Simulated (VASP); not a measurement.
# Mg3ZrN2 (P4/mmm) in VASP: notebook

Mg3ZrN2 is run at these levels: PBE; tasks: single point.

All numbers are computed with VASP 6.6.1; they aren't measurements. Logs are shortened: lines on timing, memory, paths and dates and some standing lists are left out, and cuts for length are marked.

## Step 1: The cell of the first run

The structure is tetragonal, space group P4/mmm (No. 123). The conventional cell has a = 4.280 Å, b = 4.280 Å, c = 6.720 Å, α = 90.00°, β = 90.00°, γ = 90.00°. Mg (site symmetry 4/mmm) has 6 Mg at 3.03 to 3.36 Å and 8 N at 3.98 Å within 4.0 Å. Mg (site symmetry 4/mmm) has 4 N at 2.14 Å within 2.8 Å. Mg (site symmetry 4/mmm) has 4 Mg at 3.03 Å and 2 Zr at 3.36 Å and 8 N at 3.98 Å within 4.0 Å. Zr (site symmetry 4/mmm) has 4 N at 2.14 Å within 2.8 Å. N (site symmetry mmm) has 2 Mg at 2.14 Å and 2 Zr at 2.14 Å within 2.8 Å.

## Step 2: Single point, PBE

File INCAR:

```
ALGO     = Normal         # electronic algorithm
EDIFF    = 1E-6           # SCF threshold, eV
ENCUT    = 600            # plane-wave cutoff, eV
GGA      = PE             # functional
GGA_COMPAT= F            
ISIF     = 2              # what is computed and relaxed
ISMEAR   = 0              # smearing method
LASPH    = T              # aspherical terms in the spheres
LCHARG   = F              # write CHGCAR
LREAL    = F              # projectors in reciprocal space
LWAVE    = F              # write WAVECAR
NBANDS   = 23             # bands
NELM     = 120            # most SCF steps
PREC     = Accurate       # precision mode
SIGMA    = 0.2            # smearing width, eV
```

File KPOINTS:

```
k-points
0
Gamma
  4 4 3
```

File POSCAR:

```
Mg3ZrN2
1.0
    4.2801958524      0.0000000000      0.0000000000
    0.0000000000      4.2801958524      0.0000000000
    0.0000000000      0.0000000000      6.7198173331
Mg Zr N
3 1 2
Direct
    0.0000000000      0.0000000000      0.0000000000
    0.0000000000      0.0000000000      0.5000000000
    0.5000000000      0.5000000000      0.0000000000
    0.5000000000      0.5000000000      0.5000000000
    0.0000000000      0.5000000000      0.5000000000
    0.5000000000      0.0000000000      0.5000000000
```

Potentials or basis: VASP PAW PBE potentials, release 64 (Mg, Zr_sv, N).

Run with:

```console
$ cat potpaw_PBE.64/Mg/POTCAR potpaw_PBE.64/Zr_sv/POTCAR potpaw_PBE.64/N/POTCAR > POTCAR
$ mpirun -np 1 vasp_std > vasp.out
```

OUTCAR:

```text
EDIFF = 1E-6
   ENCUT = 600
   GGA = PE
   ISIF = 2
   ISMEAR = 0
   LASPH = T
   LREAL = F
   NELM = 120
   PREC = Accurate

 ion  position               nearest neighbor table
   1  0.000  0.000  0.000-   3 3.03   3 3.03   3 3.03   3 3.03   2 3.36   2 3.36
   2  0.000  0.000  0.500-   5 2.14   6 2.14   5 2.14   6 2.14   4 3.03   4 3.03   4 3.03   4 3.03
                             1 3.36   1 3.36
   3  0.500  0.500  0.000-   1 3.03   1 3.03   1 3.03   1 3.03   4 3.36   4 3.36
   4  0.500  0.500  0.500-   5 2.14   6 2.14   6 2.14   5 2.14   2 3.03   2 3.03   2 3.03   2 3.03
                             3 3.36   3 3.36
   5  0.000  0.500  0.500-   2 2.14   4 2.14   2 2.14   4 2.14
   6  0.500  0.000  0.500-   2 2.14   4 2.14   4 2.14   2 2.14

  LATTYP: Found a simple tetragonal cell.
 ALAT       =     4.2801958524
 C/A-ratio  =     1.5699789367

  Lattice vectors:

 A1 = (   4.2801958524,   0.0000000000,   0.0000000000)
 A2 = (   0.0000000000,   4.2801958524,   0.0000000000)
 A3 = (   0.0000000000,   0.0000000000,   6.7198173331)

Analysis of symmetry for initial positions (statically):
=====================================================================
 Subroutine PRICEL returns:
 Original cell was already a primitive cell.

 Routine SETGRP: Setting up the symmetry group for a
 simple tetragonal supercell.

 Subroutine GETGRP returns: Found 16 space group operations
 (whereof 16 operations were pure point group operations)
 out of a pool of 16 trial point group operations.

The static configuration has the point symmetry D_4h.

Analysis of symmetry for dynamics (positions and initial velocities):
=====================================================================
 Subroutine PRICEL returns:
 Original cell was already a primitive cell.

 Routine SETGRP: Setting up the symmetry group for a
 simple tetragonal supercell.

 Subroutine GETGRP returns: Found 16 space group operations
 (whereof 16 operations were pure point group operations)
 out of a pool of 16 trial point group operations.

The dynamic configuration has the point symmetry D_4h.

 Subroutine INISYM returns: Found 16 space group operations
 (whereof 16 operations are pure point group operations),
 and found     1 'primitive' translations

----------------------------------------------------------------------------------------

                                     Primitive cell

[... 87 lines left out ...]
   EDIFFG = 0.1E-04   stopping-criterion for IOM
   NSW    =      0    number of steps for IOM
   IBRION =     -1    ionic relax: 0-MD 1-quasi-New 2-CG
   NFREE  =      0    steps in history (QN), initial steepest desc. (CG)
   ISIF   =      2    stress and relaxation
   ISYM   =      2    0-nonsym 1-usesym 2-fastsym
   POTIM  = 0.5000    time-step for ionic-motion
   TEBEG  =    0.0;   TEEND  =   0.0 temperature during run
   PSTRESS=    0.0 pullay stress
   NELECT =      28.0000    total number of electrons
   NUPDOWN=      -1.0000    fix difference up-down
   EMIN   =  10.00;   EMAX   =-10.00  energy-range for DOS
   EFERMI =   0.00;   METHOD = LEGACY
   ISMEAR =     0;   SIGMA  =   0.20  broadening in eV -4-tet -1-fermi 0-gaus
   EFERMI_NEDOS =   21; number of points for ismear=-14 and -15
   IALGO  =     38    algorithm
   IMIX   =      4    mixing-type and parameters
     AMIX     =   0.40;   BMIX     =  1.00
     AMIX_MAG =   1.60;   BMIX_MAG =  1.00
  volume/ion in A,a.u.               =      20.52       138.46
  Fermi-wavevector in a.u.,A,eV,Ry     =   0.999308  1.888418 13.586995  0.998616
  Thomas-Fermi vector in A             =   2.131589
   LORBIT       =      0    0 simple, 1 ext, 2 COOP (PROOUT), +10 PAW based schemes
   GGA     = PE    functional components
   LHFCALC =     F    Hartree Fock is set to
   AEXX    =    0.0000 exact exchange contribution
   IVDW    =     0    specifies the selected vdW correction
   LEPSILON=     F    determine dielectric tensor
   LRPA    =     F    only Hartree local field effects (RPA)
 non-spin polarized calculation
 Gauss-broadening in eV      SIGMA  =   0.20
  energy-cutoff  :      600.00
  volume of cell :      123.11
 maximum number of plane-waves:      4134
 NGX is ok and might be reduce to    36
   NGX = 17   NGY = 17   NGZ = 27

 number of electron      27.9999998 magnetization

 Free energy of the ion-electron system (eV)
  ---------------------------------------------------
  ext. energy  EPLUGINS =         0.00000000
  ---------------------------------------------------
  free energy    TOTEN  =       -30.95997510 eV

  energy without entropy =      -30.90680206  energy(sigma->0) =      -30.93338858

 E-fermi :   2.8945     XC(G=0):  -8.7495

 val. band max:        2.7870348634   @ k =   0.5000   0.5000   0.3333
 cond. band min:       2.9454399870   @ k =   0.0000   0.0000   0.0000
 fundamental gap:      0.1584051236
 Fermi energy:         2.8944540909

 k-point     1 :       0.0000    0.0000    0.0000
  band No.  band energies     occupation
      1     -45.4942      2.00000
      2     -23.7578      2.00000
      3     -23.5352      2.00000
      4     -23.5352      2.00000
      5     -10.5797      2.00000
      6      -9.7749      2.00000
[... 301 lines left out ...]
     22       7.8520      0.00000
     23       8.5462      0.00000

------------------------ aborting loop because EDIFF is reached ----------------------------------------

  FORCE on cell =-STRESS in cart. coord.  units (eV):
  Direction    XX          YY          ZZ          XY          YZ          ZX
  --------------------------------------------------------------------------------------
  -------------------------------------------------------------------------------------
  Total       -0.0340222     -0.0340222      0.1295206      0.0000000      0.0000000      0.0000000
  in kB       -0.4427803     -0.4427803      1.6856398      0.0000000      0.0000000      0.0000000
  external PRESSURE =       0.2666931 kB  Pullay stress =       0.0000000 kB

 VOLUME and BASIS-vectors are now :
 -----------------------------------------------------------------------------
  energy-cutoff  :      600.00
  volume of cell :      123.11
      direct lattice vectors                 reciprocal lattice vectors
     4.280195852  0.000000000  0.000000000     0.233634169  0.000000000  0.000000000
     0.000000000  4.280195852  0.000000000     0.000000000  0.233634169  0.000000000
     0.000000000  0.000000000  6.719817333     0.000000000  0.000000000  0.148813569

 POSITION                                       TOTAL-FORCE (eV/Angst)
 -----------------------------------------------------------------------------------
      0.00000      0.00000      0.00000         0.000000      0.000000      0.000000
      0.00000      0.00000      3.35991         0.000000      0.000000      0.000000
      2.14010      2.14010      0.00000         0.000000      0.000000      0.000000
      2.14010      2.14010      3.35991         0.000000      0.000000      0.000000
      0.00000      2.14010      3.35991         0.000000      0.000000      0.000000
      2.14010      0.00000      3.35991         0.000000      0.000000      0.000000
 -----------------------------------------------------------------------------------
    total drift:                                0.000000      0.000000      0.000000

  FREE ENERGIE OF THE ION-ELECTRON SYSTEM (eV)
  ---------------------------------------------------
  free  energy   TOTEN  =       -30.9599750981 eV

  energy  without entropy=      -30.9068020569  energy(sigma->0) =      -30.93338858
```

OSZICAR:

```text
N       E                     dE             d eps       ncg     rms          rms(c)
DAV:   1     0.212208089369E+03    0.21221E+03   -0.13501E+04   560   0.116E+03
DAV:   2    -0.187733322810E+02   -0.23098E+03   -0.21762E+03   762   0.270E+02
DAV:   3    -0.407158075704E+02   -0.21942E+02   -0.21729E+02   904   0.811E+01
DAV:   4    -0.415594752850E+02   -0.84367E+00   -0.84164E+00   756   0.133E+01
DAV:   5    -0.415774776010E+02   -0.18002E-01   -0.18002E-01   764   0.161E+00    0.243E+01
DAV:   6    -0.317225196462E+02    0.98550E+01   -0.56815E+01   652   0.364E+01    0.978E+00
DAV:   7    -0.311981348423E+02    0.52438E+00   -0.45378E+00   657   0.112E+01    0.664E+00
DAV:   8    -0.312072823196E+02   -0.91475E-02   -0.21008E+00   657   0.624E+00    0.328E+00
DAV:   9    -0.309713913549E+02    0.23589E+00   -0.15161E+00   668   0.367E+00    0.912E-01
DAV:  10    -0.309597995264E+02    0.11592E-01   -0.54943E-02   623   0.113E+00    0.378E-01
DAV:  11    -0.309613388781E+02   -0.15394E-02   -0.18264E-02   687   0.612E-01    0.258E-01
DAV:  12    -0.309599867171E+02    0.13522E-02   -0.58146E-03   686   0.317E-01    0.434E-02
DAV:  13    -0.309599840591E+02    0.26579E-05   -0.39695E-04   643   0.935E-02    0.253E-02
DAV:  14    -0.309599744903E+02    0.95689E-05   -0.40146E-05   687   0.337E-02    0.319E-03
DAV:  15    -0.309599750981E+02   -0.60783E-06   -0.48429E-06   650   0.103E-02
   1 F= -.30959975E+02 E0= -.30933389E+02  d E =-.531730E-01
```

stdout:

```text
POSCAR found type information on POSCAR MgZrN
 POSCAR found :  3 types and       6 ions
 scaLAPACK will be used
 LDA part: xc-table for (Slater+PW92), standard interpolation
 POSCAR, INCAR and KPOINTS ok, starting setup
 FFT: planning ... GRIDC
 FFT: planning ... GRID_SOFT
 FFT: planning ... GRID
 WAVECAR not read
 entering main loop
```

Wall time 32 s (1 thread of Intel Xeon 6975P-C (Granite Rapids), shared host); peak memory 0.26 GiB.

What came out:

* Free energy: -30.9600 eV
* Pressure: 0.0 GPa
* Band gap on the k mesh: zero (band 14 reaches 4.20 eV, above the bottom of band 15 at 2.37 eV)

Levels at points of the mesh, in eV from the Fermi level:
| k point | band 11 | band 12 | band 13 | band 14 | band 15 | band 16 | band 17 | band 18 |
| --- | --- | --- | --- | --- | --- | --- | --- | --- |
| (0.00, 0.00, 0.00) | -0.55 | 0.05 | 0.05 | 1.31 | 1.70 | 1.70 | 1.77 | 1.79 |
| (0.50, 0.00, 0.00) | -2.87 | -2.02 | -1.72 | -0.51 | 1.95 | 2.07 | 2.44 | 2.45 |
| (0.50, 0.50, 0.00) | -2.52 | -1.48 | -0.63 | -0.63 | -0.53 | -0.26 | 1.84 | 2.40 |

Caveat: the k points lie up to 0.37 Å⁻¹ apart.

## Step 3: Single point, PBE

This run uses another cell than the first one, of 21.31 Å³/atom, 1.039 times its volume.

File INCAR:

```
SYSTEM = Mg3ZrN2
PREC     = Accurate       ! precision mode
ENCUT    = 600            ! plane-wave cutoff, eV
EDIFF    = 1E-6           ! SCF threshold, eV
ISMEAR   = 0              ! smearing method
SIGMA    = 0.2            ! smearing width, eV
LREAL    = .False.        ! projectors in reciprocal space
LASPH    = .True.         ! aspherical terms in the spheres
NELM     = 120            ! most SCF steps
ALGO     = Normal         ! electronic algorithm
ISIF     = 2              ! what is computed and relaxed
LWAVE    = .False.        ! write WAVECAR
LCHARG   = .False.        ! write CHGCAR
GGA      = PE             ! functional
NBANDS   = 23             ! bands
GGA_COMPAT= .False.
```

File KPOINTS:

```
regular mesh
0
Gamma
  4 4 2
  0 0 0
```

File POSCAR:

```
Mg3ZrN2
1.0
    3.7715535546      0.0000000000      0.0000000000
    0.0000000000      3.7715535546      0.0000000000
    0.0000000000      0.0000000000      8.9907291026
Mg Zr N
3 1 2
Direct
    0.0000000000      0.0000000000      0.1994769139
    0.0000000000      0.0000000000      0.8005230861
    0.0000000000      0.0000000000      0.5000000000
    0.5000000000      0.5000000000      0.0000000000
    0.0000000000      0.5000000000      0.5000000000
    0.5000000000      0.0000000000      0.5000000000
```

Potentials or basis: VASP PAW PBE potentials, release 64 (Mg, Zr_sv, N).

Run with:

```console
$ cat potpaw_PBE.64/Mg/POTCAR potpaw_PBE.64/Zr_sv/POTCAR potpaw_PBE.64/N/POTCAR > POTCAR
$ mpirun -np 1 vasp_std > vasp.out
```

Run time: 40 s. Hardware: 1 thread of Intel Xeon 6975P-C (Granite Rapids), shared host; peak memory 0.26 GiB.

It converged, with:

| Property | Result |
| --- | --- |
| Free energy | -22.0413 eV |
| Pressure | 0.1 GPa |
| Largest force | 0.010 eV/Å |
| Band gap on the k mesh | zero (band 14 reaches 2.56 eV, above the bottom of band 15 at 1.91 eV) |

Forces in eV/Å, atoms in the order of the input:
```
Mg   0.000  0.000 -0.010
Mg   0.000  0.000  0.010
Mg   0.000  0.000  0.000
Zr   0.000  0.000  0.000
N    0.000  0.000  0.000
N    0.000  0.000  0.000
```

Stress tensor (GPa, compression positive):
```
0.04 0.00 0.00
0.00 0.04 0.00
0.00 0.00 0.29
```

Levels at points of the mesh, in eV from the Fermi level:
| k point | band 11 | band 12 | band 13 | band 14 | band 15 | band 16 |
| --- | --- | --- | --- | --- | --- | --- |
| (0.00, 0.00, 0.00) | -0.79 | -0.73 | -0.57 | 0.33 | 1.19 | 1.19 |
| (0.50, 0.00, 0.00) | -1.51 | -1.43 | -0.77 | -0.47 | -0.29 | 0.42 |
| (0.50, 0.50, 0.00) | -1.34 | -0.30 | -0.30 | 0.37 | 0.55 | 0.55 |
| (0.00, 0.00, 0.50) | -2.36 | -0.58 | 0.07 | 0.36 | 1.18 | 1.18 |
| (0.50, 0.00, 0.50) | -1.43 | -1.06 | -1.05 | -0.54 | -0.29 | 0.60 |
| (0.50, 0.50, 0.50) | -1.14 | -0.74 | -0.74 | 0.37 | 0.63 | 0.87 |

Caveat: the k points lie up to 0.42 Å⁻¹ apart.

## Step 4: Single point, PBE

This run uses another cell than the first one, of 14.70 Å³/atom, 0.716 times its volume.

File INCAR:

```
SYSTEM = Mg3ZrN2
  ALGO = Normal
  EDIFF = 1E-6
  ENCUT = 600
  GGA = PE
  GGA_COMPAT = .False.
  ISIF = 2
  ISMEAR = 0
  LASPH = .True.
  LCHARG = .False.
  LREAL = .False.
  LWAVE = .False.
  NBANDS = 23
  NELM = 120
  PREC = Accurate
  SIGMA = 0.2
```

File KPOINTS:

```
k-points
0
Gamma
  4 4 4
  0 0 0
```

File POSCAR:

```
Mg3ZrN2
1.0
    4.4696929989      0.0000000000      0.0000000000
    0.0000000000      4.4696929989      0.0000000000
    0.0000000000      0.0000000000      4.4151241384
Mg Zr N
3 1 2
Direct
    0.5000000000      0.5000000000      0.0000000000
    0.0000000000      0.5000000000      0.5000000000
    0.5000000000      0.0000000000      0.5000000000
    0.0000000000      0.0000000000      0.0000000000
    0.0000000000      0.5000000000      0.0000000000
    0.5000000000      0.0000000000      0.0000000000
```

Run with:

```console
$ cat potpaw_PBE.64/Mg/POTCAR potpaw_PBE.64/Zr_sv/POTCAR potpaw_PBE.64/N/POTCAR > POTCAR
$ mpirun -np 1 vasp_std > vasp.out
```

It took 28 s on 1 thread of Intel Xeon 6975P-C (Granite Rapids), shared host; peak memory 0.22 GiB.

The run converged. Its results:

* Free energy: -33.7659 eV
* Pressure: -0.4 GPa
* Band gap on the k mesh: zero (band 14 reaches 5.97 eV, above the bottom of band 15 at 5.43 eV)

Stress tensor (GPa, compression positive):
```
-0.23  0.00  0.00
 0.00 -0.23  0.00
 0.00  0.00 -0.72
```

Levels at points of the mesh, in eV from the Fermi level:
```csv
k point,band 10,band 11,band 12,band 13,band 14,band 15,band 16,band 17,band 18,band 19
"(0.00, 0.00, 0.00)",-3.86,-2.74,-1.48,-1.48,0.34,0.58,0.64,0.64,3.21,3.21
"(0.50, 0.00, 0.00)",-4.18,-3.40,-2.91,-2.20,-0.84,0.84,3.11,3.12,3.85,4.09
"(0.50, 0.50, 0.00)",-4.09,-4.09,-2.19,-1.60,0.26,0.26,0.36,3.12,3.26,3.26
"(0.00, 0.00, 0.50)",-3.30,-1.44,-1.44,-0.81,-0.81,0.11,0.78,0.84,2.59,2.91
"(0.50, 0.00, 0.50)",-4.03,-3.86,-2.05,-0.32,-0.13,0.00,1.39,2.94,3.06,3.24
"(0.50, 0.50, 0.50)",-4.94,-4.39,-1.67,-1.59,-1.02,1.56,2.25,2.25,4.18,4.40
```

## Step 5: Summary

```tsv
cell	k mesh	gap on the mesh (eV)	pressure (GPa)
a = 4.280, b = 4.280, c = 6.720 Å, 6 atoms	4 × 4 × 3	none	0.0
a = 3.772, b = 3.772, c = 8.991 Å, 6 atoms	4 × 4 × 2	none	0.1
a = 4.470, b = 4.470, c = 4.415 Å, 6 atoms	4 × 4 × 4	none	-0.4
```

Alike in all rows: task single point; level PBE; potentials or basis VASP PAW PBE potentials, release 64 (Mg, Zr_sv, N); no spin polarisation; cutoff (eV) 600; smearing gaussian 0.2 eV.

Caveats: some runs use coarse meshes.

Absolute energies hang on the potentials; compare differences alone.
